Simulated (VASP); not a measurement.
# Tl2F (P6/mmm) in VASP: notebook, part 2 of 2

VASP 6.6.1. Earlier steps stand in the parts before.

## Step 5: Relaxation of cell and atoms, PBE

This run uses another cell than the first one, of 26.50 Å³/atom.

Contents of INCAR:

```
SYSTEM = Tl2F
PREC     = Accurate       ! precision mode
ENCUT    = 600            ! plane-wave cutoff, eV
EDIFF    = 1E-7           ! SCF threshold, eV
ISMEAR   = 0              ! smearing method
SIGMA    = 0.1            ! smearing width, eV
LREAL    = .False.        ! projectors in reciprocal space
LASPH    = .True.         ! aspherical terms in the spheres
NELM     = 60             ! most SCF steps
ALGO     = Normal         ! electronic algorithm
ISIF     = 3              ! what is computed and relaxed
LWAVE    = .False.        ! write WAVECAR
LCHARG   = .False.        ! write CHGCAR
GGA      = PE             ! functional
IBRION   = 2              ! ionic algorithm
NSW      = 90             ! ionic steps
EDIFFG   = -0.04          ! ionic threshold
```

Contents of KPOINTS:

```
Automatic mesh
0
Gamma
  6 6 4
  0 0 0
```

Contents of POSCAR:

```
Tl2F
1.0
    4.9156667200      0.0000000000      0.0000000000
   -2.4578333600      4.2570922600      0.0000000000
    0.0000000000      0.0000000000      3.7995671400
Tl F
2 1
Direct
    0.3333333300      0.6666666700      0.5000000000
    0.6666666700      0.3333333300      0.5000000000
    0.0000000000      0.0000000000      0.5000000000
```

Potentials or basis: VASP PAW PBE potentials, release 64 (Tl_d, F).

Run with:

```bash
cat potpaw_PBE.64/Tl_d/POTCAR potpaw_PBE.64/F/POTCAR > POTCAR
mpirun -np 1 vasp_std > vasp.out
```

OUTCAR:

```text
SYSTEM = Tl2F
   PREC = Accurate
   ENCUT = 600
   EDIFF = 1E-7
   ISMEAR = 0
   LREAL = .False.
   LASPH = .True.
   NELM = 60
   ISIF = 3
   GGA = PE
   IBRION = 2
   NSW = 90
   EDIFFG = -0.04

 ion  position               nearest neighbor table
   1  0.333  0.667  0.500-   3 2.84   2 2.84   2 2.84   3 2.84   3 2.84   2 2.84
   2  0.667  0.333  0.500-   1 2.84   3 2.84   1 2.84   3 2.84   3 2.84   1 2.84
   3  0.000  0.000  0.500-   1 2.84   2 2.84   2 2.84   1 2.84   2 2.84   1 2.84

  LATTYP: Found a hexagonal cell.
 ALAT       =     4.9156667200
 C/A-ratio  =     0.7729505185

  Lattice vectors:

 A1 = (   4.9156667200,   0.0000000000,   0.0000000000)
 A2 = (  -2.4578333600,   4.2570922600,   0.0000000000)
 A3 = (   0.0000000000,   0.0000000000,   3.7995671400)

Analysis of symmetry for initial positions (statically):
=====================================================================
 Subroutine PRICEL returns:
 Original cell was already a primitive cell.

 Routine SETGRP: Setting up the symmetry group for a
 hexagonal supercell.

[... 151 lines left out ...]
  volume of cell :       79.51
 maximum number of plane-waves:      2667
 NGX is ok and might be reduce to    40
   NGX = 19   NGY = 19   NGZ = 15

--------------------------------------- Ionic step        1  -------------------------------------------

 number of electron      33.0000010 magnetization

 Free energy of the ion-electron system (eV)
  ---------------------------------------------------
  ext. energy  EPLUGINS =         0.00000000
  ---------------------------------------------------
  free energy    TOTEN  =        -8.17533790 eV

  energy without entropy =       -8.16127174  energy(sigma->0) =       -8.16830482

------------------------ aborting loop because EDIFF is reached ----------------------------------------

  FORCE on cell =-STRESS in cart. coord.  units (eV):
  Direction    XX          YY          ZZ          XY          YZ          ZX
  --------------------------------------------------------------------------------------
  -------------------------------------------------------------------------------------
  Total        4.4444695      4.4444695     -1.4058753      0.0000000     -0.0000000      0.0000000
  in kB       89.5572804     89.5572805    -28.3287740      0.0000000     -0.0000000      0.0000000
  external PRESSURE =      50.2619290 kB  Pullay stress =       0.0000000 kB
[... 209 lines left out ...]
--------------------------------------- Ionic step        7  -------------------------------------------

 number of electron      32.9999992 magnetization

 Free energy of the ion-electron system (eV)
  ---------------------------------------------------
  ext. energy  EPLUGINS =         0.00000000
  ---------------------------------------------------
  free energy    TOTEN  =        -8.61192230 eV

  energy without entropy =       -8.60308310  energy(sigma->0) =       -8.60750270

 E-fermi :   4.0689     XC(G=0):  -9.1472

 val. band max:        4.0176670117   @ k =   0.0000   0.0000   0.0000
 cond. band min:       4.0761871171   @ k =   0.3333   0.1667   0.5000
 fundamental gap:      0.0585201054
 Fermi energy:         4.0689132139

 k-point     1 :       0.0000    0.0000    0.0000
  band No.  band energies     occupation
      1     -17.2893      2.00000
      2      -8.2910      2.00000
      3      -7.9625      2.00000
      4      -7.9625      2.00000
      5      -7.9129      2.00000
      6      -7.7119      2.00000
[... 502 lines left out ...]
  FREE ENERGIE OF THE ION-ELECTRON SYSTEM (eV)
  ---------------------------------------------------
  free  energy   TOTEN  =        -8.6119222970 eV

  energy  without entropy=       -8.6030830987  energy(sigma->0) =       -8.60750270

 reached required accuracy - stopping structural energy minimisation
```

CONTCAR:

```text
Tl2F
   1.00000000000000
     5.2473110358053754   -0.0000000000000000    0.0000000000000000
    -2.6236555179026877    4.5443046632724977   -0.0000000000000000
     0.0000000000000000   -0.0000000000000000    3.3003841478731539
  Tl              F
     2     1
Direct
     0.3333333300000021    0.6666666699999979    0.5000000000000000
     0.6666666699999979    0.3333333300000021    0.5000000000000000
     0.0000000000000000    0.0000000000000000    0.5000000000000000

  0.00000000E+00  0.00000000E+00  0.00000000E+00
  0.00000000E+00  0.00000000E+00  0.00000000E+00
  0.00000000E+00  0.00000000E+00  0.00000000E+00
```

Wall time 4.6 min (1 thread of Oxide Virtual Turin-like, shared host); peak memory 0.2 GiB.

Results:

```
Free energy                           : -8.6119 eV
Relaxed volume                        : 26.23 Å³/atom
Relaxed cell                          : a = 5.247 Å, b = 5.247 Å, c = 3.300 Å, α = 90.00°, β = 90.00°, γ = 120.00°
Space group after relaxing (to 0.1 Å) : P6/mmm (No. 191)
Energy gained by relaxing             : 145.5 meV/atom
Ionic steps                           : 7
Pressure after relaxing               : 0.0 GPa
Band gap on the k mesh                : zero (an odd number of electrons rules out a gap without spin polarisation)
```

The path:
| step | energy change (eV) | largest force (eV/Å) | pressure (GPa) | volume (Å³) |
| --- | --- | --- | --- | --- |
| 1 | 0.0000 | 0.0000 | 5.03 | 79.51 |
| 2 | -0.3133 | 0.0000 | -1.10 | 89.22 |
| 3 | -0.3138 | 0.0000 | -1.25 | 89.63 |
| 4 | -0.3546 | 0.0000 | -1.22 | 87.29 |
| 5 | -0.4329 | 0.0000 | -0.59 | 80.22 |
| 6 | -0.4363 | 0.0000 | 0.17 | 78.28 |
| 7 | -0.4366 | 0.0000 | 0.00 | 78.70 |

Final structure:
```
CELL_PARAMETERS angstrom
5.24731 0.00000 0.00000
-2.62366 4.54430 0.00000
0.00000 0.00000 3.30038
ATOMIC_POSITIONS crystal
Tl 0.33333 0.66667 0.50000
Tl 0.66667 0.33333 0.50000
F 0.00000 0.00000 0.50000
```

Caveat: the k points lie up to 0.48 Å⁻¹ apart in the final cell, too coarse for converged energies and pressures of a metal; spin-orbit coupling is left out, which moves the levels of the heavy elements.

## Step 6: Overview

```tsv
task	cell	k mesh	cutoff (eV)	gap on the mesh (eV)	pressure (GPa)
single point	a = 5.233, b = 5.233, c = 3.309 Å, angles 90.0, 90.0, 120.0°, 3 atoms	6 × 6 × 4	520	none	0.1
single point	a = 4.916, b = 4.916, c = 3.800 Å, angles 90.0, 90.0, 120.0°, 3 atoms	6 × 6 × 4	520	none	5.0
single point	a = 5.232, b = 5.232, c = 3.441 Å, angles 90.0, 90.0, 120.0°, 3 atoms	6 × 6 × 6	520	none	0.0
relaxation of cell and atoms	relaxed from a = 4.916, b = 4.916, c = 3.800 Å, angles 90.0, 90.0, 120.0°, 3 atoms	6 × 6 × 4	600	none	0.0
```

Alike in all rows: level PBE; potentials or basis VASP PAW PBE potentials, release 64 (Tl_d, F); no spin polarisation; smearing gaussian 0.1 eV.

Caveats: some runs use coarse meshes; spin-orbit coupling is left out, which moves the levels of the heavy elements.

Total energies depend on the potentials used, so only differences within one code and one set of settings carry meaning.

The gap in the log of VASP goes by the Fermi energy; the results here count the filled bands.